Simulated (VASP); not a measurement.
# SnO in VASP: further runs

SnO is run at these levels: PBE; tasks: single point.

Everything below comes from runs of VASP 6.6.1. Logs are shortened: lines on timing, memory, paths and dates and some standing lists are left out, and cuts for length are marked.

### Step 1. The cell of the first run

Symmetry: P4/nmm, No. 129, tetragonal system. Conventional cell: a = 3.814 Å, b = 3.814 Å, c = 4.887 Å, α = 90.00°, β = 90.00°, γ = 90.00°. Within 2.9 Å of Sn (site symmetry 4mm) lie 4 O at 2.23 Å. Within 2.9 Å of O (site symmetry -4m2) lie 4 Sn at 2.23 Å and 4 O at 2.70 Å.

### Step 2. Single point, PBE

INCAR

```
PREC     = Accurate       # precision mode
ENCUT    = 910            # plane-wave cutoff, eV
EDIFF    = 1E-6           # SCF threshold, eV
ISMEAR   = 0              # smearing method
SIGMA    = 0.1            # smearing width, eV
LREAL    = False          # projectors in reciprocal space
LASPH    = True           # aspherical terms in the spheres
NELM     = 120            # most SCF steps
ALGO     = Normal         # electronic algorithm
ISIF     = 2              # what is computed and relaxed
LWAVE    = False          # write WAVECAR
LCHARG   = False          # write CHGCAR
GGA      = PE             # functional
NBANDS   = 28             # bands
GGA_COMPAT= False
```

KPOINTS

```
regular mesh
0
Gamma
  6 6 4
```

POSCAR

```
SnO
1.0
    3.8136952200      0.0000000000      0.0000000000
    0.0000000000      3.8136952200      0.0000000000
    0.0000000000      0.0000000000      4.8869133000
Sn O
2 2
Direct
    0.0000000000      0.5000000000      0.2353738600
    0.5000000000      0.0000000000      0.7646261400
    0.5000000000      0.5000000000      0.0000000000
    0.0000000000      0.0000000000      0.0000000000
```

Potentials or basis: VASP PAW PBE potentials, release 64 (Sn_d, O_h).

The run is started by

```
cat potpaw_PBE.64/Sn_d/POTCAR potpaw_PBE.64/O_h/POTCAR > POTCAR
mpirun -np 1 vasp_std > vasp.out
```

OUTCAR:

```text
PREC = Accurate
   ENCUT = 910
   EDIFF = 1E-6
   ISMEAR = 0
   LREAL = False
   LASPH = True
   NELM = 120
   ISIF = 2
   GGA = PE

 ion  position               nearest neighbor table
   1  0.000  0.500  0.235-   3 2.23   4 2.23   4 2.23   3 2.23   2 3.54   2 3.54   2 3.54   2 3.54
                             2 3.74   2 3.74   2 3.74   2 3.74
   2  0.500  0.000  0.765-   3 2.23   4 2.23   3 2.23   4 2.23   1 3.54   1 3.54   1 3.54   1 3.54
                             1 3.74   1 3.74   1 3.74   1 3.74
   3  0.500  0.500  0.000-   1 2.23   2 2.23   2 2.23   1 2.23
   4  0.000  0.000  0.000-   1 2.23   2 2.23   1 2.23   2 2.23

  LATTYP: Found a simple tetragonal cell.
 ALAT       =     3.8136952200
 C/A-ratio  =     1.2814116016

  Lattice vectors:

 A1 = (   3.8136952200,   0.0000000000,   0.0000000000)
 A2 = (   0.0000000000,   3.8136952200,   0.0000000000)
 A3 = (   0.0000000000,   0.0000000000,   4.8869133000)

Analysis of symmetry for initial positions (statically):
=====================================================================
 Subroutine PRICEL returns:
 Original cell was already a primitive cell.

 Routine SETGRP: Setting up the symmetry group for a
 simple tetragonal supercell.

 Subroutine GETGRP returns: Found 16 space group operations
 (whereof  8 operations were pure point group operations)
 out of a pool of 16 trial point group operations.

The static configuration has the point symmetry D_2d.
 The point group associated with its full space group is D_4h.

Analysis of symmetry for dynamics (positions and initial velocities):
=====================================================================
 Subroutine PRICEL returns:
 Original cell was already a primitive cell.

 Routine SETGRP: Setting up the symmetry group for a
 simple tetragonal supercell.

 Subroutine GETGRP returns: Found 16 space group operations
 (whereof  8 operations were pure point group operations)
 out of a pool of 16 trial point group operations.

The dynamic configuration has the point symmetry D_2d.
 The point group associated with its full space group is D_4h.

 Subroutine INISYM returns: Found 16 space group operations
 (whereof  8 operations are pure point group operations),
 and found     1 'primitive' translations

----------------------------------------------------------------------------------------

                                     Primitive cell

  volume of cell :      71.0766

  direct lattice vectors                    reciprocal lattice vectors
     3.813695220  0.000000000  0.000000000     0.262212878  0.000000000  0.000000000
     0.000000000  3.813695220  0.000000000     0.000000000  0.262212878  0.000000000
     0.000000000  0.000000000  4.886913300     0.000000000  0.000000000  0.204628144

  length of vectors
     3.813695220  3.813695220  4.886913300     0.262212878  0.262212878  0.204628144

  position of ions in fractional coordinates (direct lattice)
     0.000000000  0.500000000  0.235373860
     0.500000000  0.000000000  0.764626140
     0.500000000  0.500000000  0.000000000
     0.000000000  0.000000000  0.000000000

  ion indices of the primitive-cell ions
   primitive index   ion index
                 1           1
                 2           2
                 3           3
                 4           4

----------------------------------------------------------------------------------------

 KPOINTS: regular mesh

Automatic generation of k-mesh.
 Grid dimensions read from file:
 generate k-points for:    6    6    4

 Generating k-lattice:

  Cartesian coordinates                     Fractional coordinates (reciprocal lattice)
     0.043702146  0.000000000  0.000000000     0.166666667  0.000000000  0.000000000
     0.000000000  0.043702146  0.000000000     0.000000000  0.166666667  0.000000000
     0.000000000  0.000000000  0.051157036     0.000000000  0.000000000  0.250000000

  Length of vectors
     0.043702146  0.043702146  0.051157036

  Shift w.r.t. Gamma in fractional coordinates (k-lattice)
     0.000000000  0.000000000  0.000000000

 Subroutine IBZKPT returns following result:
 ===========================================

 Found     30 irreducible k-points:

 Following reciprocal coordinates:
            Coordinates               Weight
  0.000000  0.000000  0.000000      1.000000
  0.166667  0.000000  0.000000      4.000000
  0.333333  0.000000  0.000000      4.000000
  0.500000  0.000000  0.000000      2.000000
  0.166667  0.166667  0.000000      4.000000
  0.333333  0.166667  0.000000      8.000000
[... 16 lines left out ...]
  0.333333  0.000000  0.500000      4.000000
  0.500000  0.000000  0.500000      2.000000
 [... further k-points ...]
   k-points           NKPTS =     30   k-points in BZ     NKDIM =     30   number of bands    NBANDS=     28
   number of dos      NEDOS =    301   number of ions     NIONS =      4
   total plane-waves  NPLWV =  76800
   dimension x,y,z NGX =    40 NGY =   40 NGZ =   48
   dimension x,y,z NGXF=    80 NGYF=   80 NGZF=   96
   ions per type =               2   2
   NGX,Y,Z   is equivalent  to a cutoff of  17.44, 17.44, 16.33 a.u.
   NGXF,Y,Z  is equivalent  to a cutoff of  34.87, 34.87, 32.66 a.u.
 SYSTEM =  unknown system
   PREC   = accura    normal or accurate (medium, high low for compatibility)
   ISTART =      0    job   : 0-new  1-cont  2-samecut
   ICHARG =      2    charge: 1-file 2-atom 10-const
   ISPIN  =      1    spin polarized calculation?
   LNONCOLLINEAR =      F non collinear calculations
   LSORBIT =      F    spin-orbit coupling
   LASPH  =      T    aspherical Exc in radial PAW
   ENCUT  =  910.0 eV  66.88 Ry    8.18 a.u.   9.38  9.38 12.02*2*pi/ulx,y,z
   NELM   =    120;   NELMIN=  2; NELMDL= -5     # of ELM steps
   EDIFF  = 0.1E-05   stopping-criterion for ELM
   LREAL  =      F    real-space projection
   EDIFFG = 0.1E-04   stopping-criterion for IOM
   NSW    =      0    number of steps for IOM
   IBRION =     -1    ionic relax: 0-MD 1-quasi-New 2-CG
   NFREE  =      0    steps in history (QN), initial steepest desc. (CG)
   ISIF   =      2    stress and relaxation
   ISYM   =      2    0-nonsym 1-usesym 2-fastsym
   POTIM  = 0.5000    time-step for ionic-motion
   TEBEG  =    0.0;   TEEND  =   0.0 temperature during run
   PSTRESS=    0.0 pullay stress
   NELECT =      40.0000    total number of electrons
   NUPDOWN=      -1.0000    fix difference up-down
   EMIN   =  10.00;   EMAX   =-10.00  energy-range for DOS
   EFERMI =   0.00;   METHOD = LEGACY
   ISMEAR =     0;   SIGMA  =   0.10  broadening in eV -4-tet -1-fermi 0-gaus
   EFERMI_NEDOS =   21; number of points for ismear=-14 and -15
   IALGO  =     38    algorithm
   IMIX   =      4    mixing-type and parameters
     AMIX     =   0.40;   BMIX     =  1.00
     AMIX_MAG =   1.60;   BMIX_MAG =  1.00
  volume/ion in A,a.u.               =      17.77       119.91
  Fermi-wavevector in a.u.,A,eV,Ry     =   1.351614  2.554180 24.855939  1.826860
  Thomas-Fermi vector in A             =   2.479021
   LORBIT       =      0    0 simple, 1 ext, 2 COOP (PROOUT), +10 PAW based schemes
   GGA     = PE    functional components
   LHFCALC =     F    Hartree Fock is set to
   AEXX    =    0.0000 exact exchange contribution
   IVDW    =     0    specifies the selected vdW correction
   LEPSILON=     F    determine dielectric tensor
   LRPA    =     F    only Hartree local field effects (RPA)
 non-spin polarized calculation
 Gauss-broadening in eV      SIGMA  =   0.10
  energy-cutoff  :      910.00
  volume of cell :       71.08
 maximum number of plane-waves:      4448
 NGX is ok and might be reduce to    40
   NGX = 19   NGY = 19   NGZ = 25

 number of electron      39.9999995 magnetization

 Free energy of the ion-electron system (eV)
  ---------------------------------------------------
  ext. energy  EPLUGINS =         0.00000000
  ---------------------------------------------------
  free energy    TOTEN  =       -22.69956995 eV

  energy without entropy =      -22.69883485  energy(sigma->0) =      -22.69920240

 E-fermi :   7.2946     XC(G=0): -10.1747

 val. band max:        7.2226270036   @ k =   0.0000   0.0000   0.0000
 cond. band min:       7.3830272274   @ k =   0.5000   0.5000   0.0000
 fundamental gap:      0.1604002238
 Fermi energy:         7.2946329403

 k-point     1 :       0.0000    0.0000    0.0000
  band No.  band energies     occupation
      1     -14.7798      2.00000
      2     -14.3446      2.00000
      3     -14.3446      2.00000
      4     -14.3445      2.00000
      5     -14.3021      2.00000
      6     -14.2925      2.00000
[... 20 lines left out ...]
     27      14.0102      0.00000
     28      14.4409      0.00000

 k-point     2 :       0.1667    0.0000    0.0000
  band No.  band energies     occupation
      1     -14.7650      2.00000
      2     -14.3631      2.00000
      3     -14.3392      2.00000
      4     -14.3387      2.00000
      5     -14.3127      2.00000
      6     -14.3048      2.00000
[... 20 lines left out ...]
     27      14.3008      0.00000
     28      16.2888      0.00000

 k-point     3 :       0.3333    0.0000    0.0000
  band No.  band energies     occupation
      1     -14.7236      2.00000
      2     -14.5203      2.00000
      3     -14.3253      2.00000
      4     -14.3240      2.00000
      5     -14.3100      2.00000
      6     -14.3052      2.00000
[... 20 lines left out ...]
     27      14.7971      0.00000
     28      17.5166      0.00000

 k-point     4 :       0.5000    0.0000    0.0000
  band No.  band energies     occupation
      1     -14.6479      2.00000
      2     -14.6479      2.00000
      3     -14.3152      2.00000
      4     -14.3152      2.00000
      5     -14.3078      2.00000
      6     -14.3078      2.00000
[... 578 lines left out ...]
     27      15.3281      0.00000
     28      16.4997      0.00000

 k-point    23 :       0.3333    0.0000    0.5000
  band No.  band energies     occupation
      1     -14.7246      2.00000
      2     -14.5444      2.00000
      3     -14.3397      2.00000
      4     -14.3292      2.00000
      5     -14.3080      2.00000
      6     -14.3079      2.00000
[... 20 lines left out ...]
     27      15.6234      0.00000
     28      17.3636      0.00000

 k-point    24 :       0.5000    0.0000    0.5000
  band No.  band energies     occupation
      1     -14.6621      2.00000
      2     -14.6621      2.00000
      3     -14.3425      2.00000
      4     -14.3425      2.00000
      5     -14.3021      2.00000
      6     -14.3021      2.00000
[... 20 lines left out ...]
     27      16.1957      0.00000
     28      16.1957      0.00000

 [... further k-points ...]

------------------------ aborting loop because EDIFF is reached ----------------------------------------

  FORCE on cell =-STRESS in cart. coord.  units (eV):
  Direction    XX          YY          ZZ          XY          YZ          ZX
  --------------------------------------------------------------------------------------
  -------------------------------------------------------------------------------------
  Total        1.7638760      1.7638760      1.3862828      0.0000000     -0.0000000      0.0000000
  in kB       39.7605174     39.7605174     31.2489786      0.0000000     -0.0000000      0.0000000
  external PRESSURE =      36.9233378 kB  Pullay stress =       0.0000000 kB

 VOLUME and BASIS-vectors are now :
 -----------------------------------------------------------------------------
  energy-cutoff  :      910.00
  volume of cell :       71.08
      direct lattice vectors                 reciprocal lattice vectors
     3.813695220  0.000000000  0.000000000     0.262212878  0.000000000  0.000000000
     0.000000000  3.813695220  0.000000000     0.000000000  0.262212878  0.000000000
     0.000000000  0.000000000  4.886913300     0.000000000  0.000000000  0.204628144

 POSITION                                       TOTAL-FORCE (eV/Angst)
 -----------------------------------------------------------------------------------
      0.00000      1.90685      1.15025         0.000000     -0.000000      0.454082
      1.90685      0.00000      3.73666        -0.000000     -0.000000     -0.454082
      1.90685      1.90685      0.00000        -0.000000     -0.000000      0.000000
      0.00000      0.00000      0.00000        -0.000000      0.000000      0.000000
 -----------------------------------------------------------------------------------
    total drift:                               -0.000000      0.000000     -0.000000

  FREE ENERGIE OF THE ION-ELECTRON SYSTEM (eV)
  ---------------------------------------------------
  free  energy   TOTEN  =       -22.6995699543 eV

  energy  without entropy=      -22.6988348530  energy(sigma->0) =      -22.69920240
```

It took 2.2 min on 1 thread of AMD EPYC 7R43 (Zen 3), shared host; peak memory 0.3 GiB.

What came out:

```
Free energy            : -22.6996 eV
Pressure               : 3.7 GPa
Largest force          : 0.454 eV/Å
Band gap on the k mesh : 0.16 eV (least direct gap 2.03 eV)
```

Forces in eV/Å, atoms in the order of the input:
```
Sn   0.000  0.000  0.454
Sn   0.000  0.000 -0.454
O    0.000  0.000  0.000
O    0.000  0.000  0.000
```

Caveat: the cutoff is under 1.25 times the usual one of these potentials, so pressure, stress and relaxed cells hold a basis-set (Pulay) error; the cell stands under pressure; spin-orbit coupling is left out, which moves the levels of the heavy elements.

### Step 3. Single point, PBE

This run uses another cell than the first one, of 18.95 Å³/atom.

INCAR

```
PREC     = Accurate       # precision mode
ENCUT    = 520            # plane-wave cutoff, eV
EDIFF    = 1E-6           # SCF threshold, eV
ISMEAR   = 0              # smearing method
SIGMA    = 0.01           # smearing width, eV
LREAL    = F              # projectors in reciprocal space
LASPH    = T              # aspherical terms in the spheres
NELM     = 60             # most SCF steps
ALGO     = Normal         # electronic algorithm
ISIF     = 2              # what is computed and relaxed
LWAVE    = F              # write WAVECAR
LCHARG   = T              # write CHGCAR
GGA      = PE             # functional
LELF     = T              # ELF
LVHAR    = T            
NBANDS   = 28             # bands
```

KPOINTS

```
regular mesh
0
Gamma
  10 10 8
```

POSCAR

```
SnO
1.0
    3.8682628244      0.0000000000      0.0000000000
    0.0000000000      3.8682628244      0.0000000000
    0.0000000000      0.0000000000      5.0662401931
Sn O
2 2
Direct
    0.0000000000      0.5000000000      0.2287756820
    0.5000000000      0.0000000000      0.7712243180
    0.5000000000      0.5000000000      0.0000000000
    0.0000000000      0.0000000000      0.0000000000
```

Potentials or basis: VASP PAW PBE potentials, release 64 (Sn_d, O).

The run is started by

```
cat potpaw_PBE.64/Sn_d/POTCAR potpaw_PBE.64/O/POTCAR > POTCAR
mpirun -np 1 vasp_std > vasp.out
```

Wall time 84 s (1 thread of AMD EPYC 9R45 (Zen 5), shared host); peak memory 0.28 GiB.

Results (log left out):

* Free energy: -22.7259 eV
* Pressure: 0.2 GPa
* Largest force: 0.076 eV/Å
* Band gap on the k mesh: 0.51 eV (least direct gap 1.91 eV)

Forces in eV/Å, atoms in the order of the input:
```
Sn   0.000  0.000  0.076
Sn   0.000  0.000 -0.076
O    0.000  0.000  0.000
O    0.000  0.000  0.000
```

Levels at points of the mesh, in eV from the valence-band top:
```tsv
k point	band 17	band 18	band 19	band 20	band 21	band 22	band 23	band 24
(0.00, 0.00, 0.00)	-3.15	-2.88	-2.88	0.00	1.91	4.07	4.92	4.92
(0.50, 0.00, 0.00)	-4.47	-4.47	-2.33	-2.33	3.04	3.04	5.68	5.68
(0.50, 0.50, 0.00)	-2.24	-2.24	-1.74	-1.74	0.51	0.51	4.56	4.56
(0.00, 0.00, 0.50)	-3.20	-2.90	-2.90	-1.94	1.72	3.31	3.31	3.75
(0.50, 0.00, 0.50)	-4.45	-4.45	-1.53	-1.53	2.48	2.48	5.56	5.56
(0.50, 0.50, 0.50)	-2.35	-2.35	-2.24	-2.24	2.61	2.61	3.75	3.75
```

Caveat: spin-orbit coupling is left out, which moves the levels of the heavy elements.

### Step 4. Single point, PBE (shear of c along a, cell held: +2.0 %, then relaxed in part)

INCAR

```
PREC = Accurate ; ENCUT = 520
EDIFF = 1E-6 ; ISMEAR = 0
SIGMA = 0.01 ; LREAL = F
LASPH = T ; NELM = 100
ALGO = Normal ; ISIF = 2
LWAVE = F ; LCHARG = F
GGA = PE ; NBANDS = 28
```

KPOINTS

```
Automatic mesh
0
Gamma
  10 10 8
```

POSCAR

```
SnO
1.0
    3.8682628244      0.0000000000      0.0000000000
    0.0000000000      3.8682628244      0.0000000000
    0.1013248039      0.0000000000      5.0662401931
Sn O
2 2
Direct
   -0.0051728171      0.5000000000      0.2287493006
    0.5051728171      0.0000000000      0.7712506994
    0.5006586008      0.5000000000      0.0000200473
   -0.0006586008      0.0000000000     -0.0000200473
```

The run is started by

```
cat potpaw_PBE.64/Sn_d/POTCAR potpaw_PBE.64/O/POTCAR > POTCAR
mpirun -np 1 vasp_std > vasp.out
```

It took 3.1 min on 1 thread of AMD EPYC 9R45 (Zen 5), shared host; peak memory 0.48 GiB.

It converged, with:

| Item | Value |
| --- | --- |
| Free energy | -22.7242 eV |
| Pressure | 0.2 GPa |
| Largest force | 0.077 eV/Å |
| Band gap on the k mesh | 0.51 eV (least direct gap 1.91 eV) |

Forces on the atoms (eV/Å):
```
Sn  -0.001  0.000  0.077
Sn   0.001  0.000 -0.077
O    0.001  0.000  0.000
O   -0.001  0.000  0.000
```

Stress tensor (GPa, compression positive):
```
 0.19  0.00 -0.37
 0.00  0.20  0.00
-0.37  0.00  0.25
```

Levels at points of the mesh, in eV from the valence-band top:
| k point | band 16 | band 17 | band 18 | band 19 | band 20 | band 21 | band 22 | band 23 | band 24 | band 25 |
| --- | --- | --- | --- | --- | --- | --- | --- | --- | --- | --- |
| (0.00, 0.00, 0.00) | -5.82 | -3.15 | -2.89 | -2.88 | 0.00 | 1.91 | 4.06 | 4.92 | 4.93 | 5.49 |
| (0.50, 0.00, 0.00) | -4.62 | -4.48 | -4.46 | -2.42 | -2.24 | 2.95 | 3.12 | 5.61 | 5.75 | 5.83 |
| (0.00, 0.50, 0.00) | -4.63 | -4.47 | -4.47 | -2.34 | -2.34 | 3.04 | 3.04 | 5.68 | 5.68 | 5.93 |
| (0.50, 0.50, 0.00) | -4.75 | -2.24 | -2.24 | -1.74 | -1.74 | 0.51 | 0.51 | 4.56 | 4.56 | 6.80 |
| (0.00, 0.00, 0.50) | -3.40 | -3.20 | -2.90 | -2.90 | -1.94 | 1.72 | 3.31 | 3.32 | 3.76 | 7.60 |
| (0.50, 0.00, 0.50) | -5.00 | -4.45 | -4.44 | -1.63 | -1.44 | 2.38 | 2.57 | 5.47 | 5.65 | 6.31 |
| (0.00, 0.50, 0.50) | -5.01 | -4.45 | -4.45 | -1.53 | -1.53 | 2.47 | 2.47 | 5.56 | 5.56 | 6.38 |
| (0.50, 0.50, 0.50) | -5.08 | -2.35 | -2.35 | -2.24 | -2.24 | 2.61 | 2.61 | 3.74 | 3.74 | 5.51 |

Caveat: the cell differs from its parent crystal (shear of c along a, cell held: +2.0 %, then relaxed in part); spin-orbit coupling is left out, which moves the levels of the heavy elements. A k mesh can miss the band edges.

[end of part 1 of 2]
